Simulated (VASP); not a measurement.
# BN (Fmm2) in VASP: a series of runs, part 2 of 2

VASP 6.6.1. The steps go on from the part before.

## 4. Single point, r2SCAN

This run uses another cell than the first one, of 8.91 Å³/atom.

File POSCAR:

```
BN
1.0
    0.0000000000      3.4239628326      2.1218728889
    1.2260814184      0.0000000000      2.1218728889
    1.2260814184      3.4239628326      0.0000000000
N B
1 1
Direct
    0.6666513400      0.6666513400      0.3333486600
    0.0000486500      0.0000486500      0.9999513500
```

File INCAR.step1:

```
SYSTEM = BN
ALGO = Normal
EDIFF = 1E-4
ENCUT = 520
GGA = PE
ISMEAR = -1
LASPH = .True.
LCHARG = .False.
LREAL = .False.
LWAVE = .True.
NBANDS = 11
NELM = 60
PREC = Accurate
SIGMA = 0.05
```

File INCAR.step2:

```
SYSTEM = BN
ALGO = Normal
EDIFF = 1E-6
ENCUT = 520
ISIF = 2
ISMEAR = -1
ISTART = 1
LASPH = .True.
LCHARG = .True.
LELF = .True.
LMIXTAU = .True.
LREAL = .False.
LVHAR = .True.
LWAVE = .False.
METAGGA = R2SCAN
NBANDS = 11
NELM = 60
PREC = Accurate
SIGMA = 0.05
```

File KPOINTS:

```
k-points
0
Gamma
  13 13 13
  0 0 0
```

Potentials or basis: VASP PAW PBE potentials, release 64 (N, B).

Command:

```console
> cat potpaw_PBE.64/N/POTCAR potpaw_PBE.64/B/POTCAR > POTCAR
> cp INCAR.step1 INCAR
> mpirun -np 1 vasp_std > vasp.out
> cp INCAR.step2 INCAR
> mpirun -np 1 vasp_std > vasp.out
```

OUTCAR:

```text
SYSTEM = BN
   EDIFF = 1E-6
   ENCUT = 520
   ISIF = 2
   ISMEAR = -1
   ISTART = 1
   LASPH = .True.
   LREAL = .False.
   METAGGA = R2SCAN
   NELM = 60
   PREC = Accurate

 ion  position               nearest neighbor table
   1  0.667  0.667  0.333-   2 1.41   2 1.42   2 1.42
   2  0.000  0.000  1.000-   1 1.41   1 1.42   1 1.42

  LATTYP: Found a face centered orthorhombic cell.
 ALAT       =     2.4521628368
 B/A-ratio  =     1.7306133647
 C/A-ratio  =     2.7926064136

  Lattice vectors:

 A1 = (  -0.0000000000,   3.4239628326,   2.1218728889)
 A2 = (  -1.2260814184,   3.4239628326,   0.0000000000)
 A3 = (  -1.2260814184,   0.0000000000,   2.1218728889)

Analysis of symmetry for initial positions (statically):
=====================================================================
 Subroutine PRICEL returns:
 Original cell was already a primitive cell.

 Routine SETGRP: Setting up the symmetry group for a
 face centered orthorhombic supercell.

 Subroutine GETGRP returns: Found  4 space group operations
 (whereof  4 operations were pure point group operations)
 out of a pool of  8 trial point group operations.

The static configuration has the point symmetry C_2v.

Analysis of symmetry for dynamics (positions and initial velocities):
=====================================================================
 Subroutine PRICEL returns:
 Original cell was already a primitive cell.

 Routine SETGRP: Setting up the symmetry group for a
 face centered orthorhombic supercell.

 Subroutine GETGRP returns: Found  4 space group operations
 (whereof  4 operations were pure point group operations)
 out of a pool of  8 trial point group operations.

The dynamic configuration has the point symmetry C_2v.

 Subroutine INISYM returns: Found  4 space group operations
 (whereof  4 operations are pure point group operations),
 and found     1 'primitive' translations

----------------------------------------------------------------------------------------

[... 119 lines left out ...]
   AEXX    =    0.0000 exact exchange contribution
   IVDW    =     0    specifies the selected vdW correction
   LEPSILON=     F    determine dielectric tensor
   LRPA    =     F    only Hartree local field effects (RPA)
 non-spin polarized calculation
  energy-cutoff  :      520.00
  volume of cell :       17.82
 maximum number of plane-waves:       499
 NGX is ok and might be reduce to    30
   NGX = 15   NGY =  9   NGZ = 13

 number of electron       7.9999999 magnetization

 Free energy of the ion-electron system (eV)
  ---------------------------------------------------
  ext. energy  EPLUGINS =         0.00000000
  ---------------------------------------------------
  free energy    TOTEN  =       -19.23954117 eV

  energy without entropy =      -19.23954117  energy(sigma->0) =      -19.23954117

 E-fermi :   3.2454     XC(G=0): -10.6707

 val. band max:        2.1614886479   @ k =   0.4615  -0.3846   0.1538
 cond. band min:       6.6167759852   @ k =   0.0000   0.4615   0.4615
 fundamental gap:      4.4552873373
 Fermi energy:         3.2453723882

 k-point     1 :       0.0000    0.0000    0.0000
  band No.  band energies     occupation
      1     -17.1263      2.00000
      2      -2.7053      2.00000
      3       0.7706      2.00000
      4       0.7794      2.00000
      5       7.4186      0.00000
      6      14.9335      0.00000
      7      15.0044      0.00000
      8      17.2163      0.00000
      9      18.7476      0.00000
     10      30.3880      0.00000
     11      31.4531      0.00000
[... 309 lines left out ...]
 k-point    24 :       0.4615    0.1538    0.0000
  band No.  band energies     occupation
      1     -14.0987      2.00000
      2      -6.1407      2.00000
      3      -3.2571      2.00000
      4       0.7204      2.00000
      5       8.9410      0.00000
      6      13.3928      0.00000
      7      16.2662      0.00000
      8      19.2435      0.00000
      9      21.5928      0.00000
     10      25.7576      0.00000
     11      26.9718      0.00000

 [... further k-points ...]

------------------------ aborting loop because EDIFF is reached ----------------------------------------

  FORCE on cell =-STRESS in cart. coord.  units (eV):
  Direction    XX          YY          ZZ          XY          YZ          ZX
  --------------------------------------------------------------------------------------
  -------------------------------------------------------------------------------------
  Total        2.6965320      0.0009918      2.6914316      0.0000000      0.0000000      0.0000000
  in kB      242.5037442      0.0891967    242.0450596      0.0000000      0.0000000      0.0000000
  external PRESSURE =     161.5460002 kB  Pullay stress =       0.0000000 kB

 VOLUME and BASIS-vectors are now :
 -----------------------------------------------------------------------------
  energy-cutoff  :      520.00
  volume of cell :       17.82
      direct lattice vectors                 reciprocal lattice vectors
     0.000000000  3.423962833  2.121872889    -0.407803260  0.146029623  0.235640882
     1.226081418  0.000000000  2.121872889     0.407803260 -0.146029623  0.235640882
     1.226081418  3.423962833  0.000000000     0.407803260  0.146029623 -0.235640882

 POSITION                                       TOTAL-FORCE (eV/Angst)
 -----------------------------------------------------------------------------------
      1.22608      3.42396      2.82910         0.000000      0.000000     -0.011415
      1.22608      3.42396      0.00021         0.000000      0.000000      0.011415
 -----------------------------------------------------------------------------------
    total drift:                                0.000030     -0.000078      0.000107

  FREE ENERGIE OF THE ION-ELECTRON SYSTEM (eV)
  ---------------------------------------------------
  free  energy   TOTEN  =       -19.2395411665 eV

  energy  without entropy=      -19.2395411665  energy(sigma->0) =      -19.23954117
```

OSZICAR.step1:

```text
N       E                     dE             d eps       ncg     rms          rms(c)
DAV:   1     0.145813240166E+02    0.14581E+02   -0.46951E+03  7706   0.688E+02
DAV:   2    -0.187582670821E+02   -0.33340E+02   -0.32217E+02  8877   0.166E+02
DAV:   3    -0.195446077269E+02   -0.78634E+00   -0.78526E+00  9255   0.234E+01
DAV:   4    -0.195469639266E+02   -0.23562E-02   -0.23561E-02  8403   0.141E+00
DAV:   5    -0.195469742934E+02   -0.10367E-04   -0.10367E-04  9188   0.831E-02    0.841E+00
DAV:   6    -0.177490552298E+02    0.17979E+01   -0.52821E+00  8563   0.131E+01    0.387E+00
DAV:   7    -0.175496965723E+02    0.19936E+00   -0.32490E-01  8778   0.411E+00    0.233E+00
DAV:   8    -0.175061375424E+02    0.43559E-01   -0.13166E-01  8932   0.223E+00    0.288E-01
DAV:   9    -0.175066726988E+02   -0.53516E-03   -0.29006E-03  8346   0.447E-01    0.152E-01
DAV:  10    -0.175071523284E+02   -0.47963E-03   -0.58560E-04  8580   0.174E-01    0.268E-02
DAV:  11    -0.175071843841E+02   -0.32056E-04   -0.61989E-05  8723   0.544E-02
   1 F= -.17507184E+02 E0= -.17507184E+02  d E =-.968685E-11
```

It took 4.5 min on 1 thread of Intel Xeon Platinum 8375C at 2.90GHz (Ice Lake), shared host; peak memory 0.19 GiB.

Results:

```yaml
Free_energy: -19.2395 eV
Pressure: 16.2 GPa
Largest_force: 0.011 eV/Å
Band_gap_on_the_k_mesh: 4.46 eV (least direct gap 5.51 eV)
```

Forces in eV/Å, atoms in the order of the input:
```
N    0.000  0.000 -0.011
B    0.000  0.000  0.011
```

Stress tensor (GPa, compression positive):
```
24.25  0.00  0.00
 0.00  0.01  0.00
 0.00  0.00 24.20
```

Caveat: the stress differs along the axes, from 0 to 24 GPa; the PAW data sets were made with another functional, which shifts forces and pressure a little.

## 5. Single point, r2SCAN

This run uses another cell than the first one, of 9.10 Å³/atom.

File POSCAR:

```
BN
1.0
    0.0000000000      3.4480760414      2.1368161481
    1.2347160791      0.0000000000      2.1368161481
    1.2347160791      3.4480760414      0.0000000000
N B
1 1
Direct
    0.6666513400      0.6666513400      0.3333486600
    0.0000486500      0.0000486500      0.9999513500
```

File INCAR.step1:

```
PREC = Accurate
ENCUT = 520
ISMEAR = -1
SIGMA = 0.05
LREAL = False
LASPH = True
NELM = 100
NBANDS = 11
GGA = PE
ALGO = Normal
EDIFF = 1E-4
LWAVE = True
LCHARG = False
```

File INCAR.step2:

```
PREC = Accurate
ENCUT = 520
EDIFF = 1E-6
ISMEAR = -1
SIGMA = 0.05
LREAL = False
LASPH = True
NELM = 100
ALGO = Normal
ISIF = 2
LWAVE = False
LCHARG = False
METAGGA = R2SCAN
LMIXTAU = True
NBANDS = 11
ISTART = 1
```

File KPOINTS:

```
regular mesh
0
Gamma
  13 13 13
```

Potentials or basis: VASP PAW PBE potentials, release 64 (N, B).

Command:

```console
> cat potpaw_PBE.64/N/POTCAR potpaw_PBE.64/B/POTCAR > POTCAR
> cp INCAR.step1 INCAR
> mpirun -np 1 vasp_std > vasp.out
> cp INCAR.step2 INCAR
> mpirun -np 1 vasp_std > vasp.out
```

OUTCAR:

```text
PREC = Accurate
   ENCUT = 520
   EDIFF = 1E-6
   ISMEAR = -1
   LREAL = False
   LASPH = True
   NELM = 100
   ISIF = 2
   METAGGA = R2SCAN
   ISTART = 1

 ion  position               nearest neighbor table
   1  0.667  0.667  0.333-   2 1.42   2 1.43   2 1.43
   2  0.000  0.000  1.000-   1 1.42   1 1.43   1 1.43

  LATTYP: Found a face centered orthorhombic cell.
 ALAT       =     2.4694321582
 B/A-ratio  =     1.7306133647
[... 522 lines left out ...]
     11      26.5156      0.00000

 [... further k-points ...]

------------------------ aborting loop because EDIFF is reached ----------------------------------------

  FORCE on cell =-STRESS in cart. coord.  units (eV):
  Direction    XX          YY          ZZ          XY          YZ          ZX
  --------------------------------------------------------------------------------------
  -------------------------------------------------------------------------------------
  Total        1.7508787     -0.0144588      1.7469435      0.0000000      0.0000000      0.0000000
  in kB      154.1791117     -1.2732115    153.8325919      0.0000000      0.0000000      0.0000000
  external PRESSURE =     102.2461640 kB  Pullay stress =       0.0000000 kB

 VOLUME and BASIS-vectors are now :
 -----------------------------------------------------------------------------
  energy-cutoff  :      520.00
  volume of cell :       18.19
      direct lattice vectors                 reciprocal lattice vectors
     0.000000000  3.448076041  2.136816148    -0.404951396  0.145008403  0.233992990
     1.234716079  0.000000000  2.136816148     0.404951396 -0.145008403  0.233992990
     1.234716079  3.448076041  0.000000000     0.404951396  0.145008403 -0.233992990

 POSITION                                       TOTAL-FORCE (eV/Angst)
 -----------------------------------------------------------------------------------
      1.23472      3.44808      2.84902         0.000000      0.000000     -0.010440
      1.23472      3.44808      0.00021         0.000000      0.000000      0.010440
 -----------------------------------------------------------------------------------
    total drift:                                0.000034     -0.000078      0.000088

  FREE ENERGIE OF THE ION-ELECTRON SYSTEM (eV)
  ---------------------------------------------------
  free  energy   TOTEN  =       -19.2712283993 eV

  energy  without entropy=      -19.2712283993  energy(sigma->0) =      -19.27122840
```

OSZICAR.step1:

```text
N       E                     dE             d eps       ncg     rms          rms(c)
DAV:   1     0.141666041715E+02    0.14167E+02   -0.46633E+03  7690   0.685E+02
DAV:   2    -0.187284102889E+02   -0.32895E+02   -0.31799E+02  8981   0.164E+02
DAV:   3    -0.195064246033E+02   -0.77801E+00   -0.77691E+00  9201   0.233E+01
DAV:   4    -0.195089070013E+02   -0.24824E-02   -0.24823E-02  8331   0.145E+00
DAV:   5    -0.195089187006E+02   -0.11699E-04   -0.11699E-04  9167   0.871E-02    0.826E+00
DAV:   6    -0.177731736450E+02    0.17357E+01   -0.52702E+00  8537   0.130E+01    0.379E+00
DAV:   7    -0.175883620125E+02    0.18481E+00   -0.29700E-01  8776   0.397E+00    0.229E+00
DAV:   8    -0.175457258448E+02    0.42636E-01   -0.12917E-01  8891   0.220E+00    0.277E-01
DAV:   9    -0.175462313359E+02   -0.50549E-03   -0.29290E-03  8362   0.443E-01    0.149E-01
DAV:  10    -0.175467147222E+02   -0.48339E-03   -0.59081E-04  8559   0.175E-01    0.265E-02
DAV:  11    -0.175467468867E+02   -0.32164E-04   -0.63498E-05  8774   0.547E-02
   1 F= -.17546747E+02 E0= -.17546747E+02  d E =-.378499E-10
```

It took 4.3 min on 1 thread of Intel Xeon Platinum 8375C at 2.90GHz (Ice Lake), shared host; peak memory 0.19 GiB.

Results:

```yaml
Free_energy: -19.2712 eV
Pressure: 10.2 GPa
Largest_force: 0.010 eV/Å
Band_gap_on_the_k_mesh: 4.44 eV (least direct gap 5.46 eV)
```

Forces in eV/Å, atoms in the order of the input:
```
N    0.000  0.000 -0.010
B    0.000  0.000  0.010
```

Levels at points of the mesh, in eV from the valence-band top:
| k point | band 1 | band 2 | band 3 | band 4 | band 5 | band 6 | band 7 | band 8 | band 9 |
| --- | --- | --- | --- | --- | --- | --- | --- | --- | --- |
| (0.00, 0.00, 0.00) | -19.15 | -4.77 | -1.41 | -1.40 | 5.23 | 12.59 | 12.66 | 14.77 | 16.16 |

Caveat: the stress differs along the axes, from -0 to 15 GPa; the PAW data sets were made with another functional, which shifts forces and pressure a little.

## 6. Single point, r2SCAN

This run uses another cell than the first one, of 9.29 Å³/atom.

File POSCAR:

```
BN
1.0
    0.0000000000      3.4718566277      2.1515532769
    1.2432316315      0.0000000000      2.1515532769
    1.2432316315      3.4718566277      0.0000000000
N B
1 1
Direct
    0.6666513400      0.6666513400      0.3333486600
    0.0000486500      0.0000486500      0.9999513500
```

File INCAR.step1:

```
SYSTEM = BN
  PREC = Accurate
  ENCUT = 520
  ISMEAR = -1
  SIGMA = 0.05
  LREAL = .FALSE.
  LASPH = .TRUE.
  NELM = 80
  NBANDS = 11
  GGA = PE
  ALGO = Normal
  EDIFF = 1E-4
  LWAVE = .TRUE.
  LCHARG = .FALSE.
```

File INCAR.step2:

```
SYSTEM = BN
  PREC = Accurate
  ENCUT = 520
  EDIFF = 1E-6
  ISMEAR = -1
  SIGMA = 0.05
  LREAL = .FALSE.
  LASPH = .TRUE.
  NELM = 80
  ALGO = Normal
  ISIF = 2
  LWAVE = .FALSE.
  LCHARG = .FALSE.
  METAGGA = R2SCAN
  LMIXTAU = .TRUE.
  NBANDS = 11
  ISTART = 1
```

File KPOINTS:

```
regular mesh
0
G
  13 13 13
  0 0 0
```

Potentials or basis: VASP PAW PBE potentials, release 64 (N, B).

Command:

```console
> cat potpaw_PBE.64/N/POTCAR potpaw_PBE.64/B/POTCAR > POTCAR
> cp INCAR.step1 INCAR
> mpirun -np 1 vasp_std > vasp.out
> cp INCAR.step2 INCAR
> mpirun -np 1 vasp_std > vasp.out
```

Wall time 4.1 min (1 thread of Intel Xeon Platinum 8375C at 2.90GHz (Ice Lake), shared host); peak memory 0.19 GiB.

The run converged. Its results:

```
Free energy            : -19.2895 eV
Pressure               : 4.8 GPa
Largest force          : 0.009 eV/Å
Band gap on the k mesh : 4.43 eV (least direct gap 5.40 eV)
```

Forces on the atoms (eV/Å):
```
N    0.000  0.000 -0.009
B    0.000  0.000  0.009
```

Stress tensor (GPa, compression positive):
```
 7.36  0.00  0.00
 0.00 -0.25  0.00
 0.00  0.00  7.33
```

Levels at points of the mesh, in eV from the valence-band top:
```tsv
k point	band 1	band 2	band 3	band 4	band 5	band 6	band 7	band 8	band 9
(0.00, 0.00, 0.00)	-19.01	-4.68	-1.43	-1.42	5.21	12.42	12.49	14.50	15.74
```

Caveat: the stress differs along the axes, from -0 to 7 GPa; the PAW data sets were made with another functional, which shifts forces and pressure a little.

## 7. Overview

| level | potentials or basis | cell | gap on the mesh (eV) | pressure (GPa) | largest force (eV/Å) |
| --- | --- | --- | --- | --- | --- |
| PBEsol | VASP PAW PBE potentials, release 64 (N, B) | a = 4.166, b = 2.535, c = 3.762 Å, angles 80.3, 36.8, 62.9°, 2 atoms | 3.77 | -7.7 | 0.01 |
| LDA | VASP PAW LDA potentials, release 64 (N, B) | a = 4.193, b = 2.551, c = 3.785 Å, angles 80.3, 36.8, 62.9°, 2 atoms | 3.66 | -15.6 | 0.01 |
| r2SCAN | VASP PAW PBE potentials, release 64 (N, B) | a = 4.028, b = 2.451, c = 3.637 Å, angles 80.3, 36.8, 62.9°, 2 atoms | 4.46 | 16.2 | 0.01 |
| r2SCAN | VASP PAW PBE potentials, release 64 (N, B) | a = 4.057, b = 2.468, c = 3.662 Å, angles 80.3, 36.8, 62.9°, 2 atoms | 4.44 | 10.2 | 0.01 |
| r2SCAN | VASP PAW PBE potentials, release 64 (N, B) | a = 4.084, b = 2.485, c = 3.688 Å, angles 80.3, 36.8, 62.9°, 2 atoms | 4.43 | 4.8 | 0.01 |

Alike in all rows: task single point; no spin polarisation; k mesh 13 × 13 × 13; cutoff (eV) 520; smearing fermi-dirac 0.05 eV.

Caveats: the PAW data sets were made with another functional, which shifts forces and pressure a little (at least some runs); the stress differs along the axes, from -11 to -0 GPa (at least some runs); the stress differs along the axes, from -23 to -1 GPa (at least some runs); the stress differs along the axes, from 0 to 24 GPa (at least some runs); the stress differs along the axes, from -0 to 15 GPa (at least some runs); the stress differs along the axes, from -0 to 7 GPa (at least some runs).

Total energies depend on the potentials used, so only differences within one code and one set of settings carry meaning.
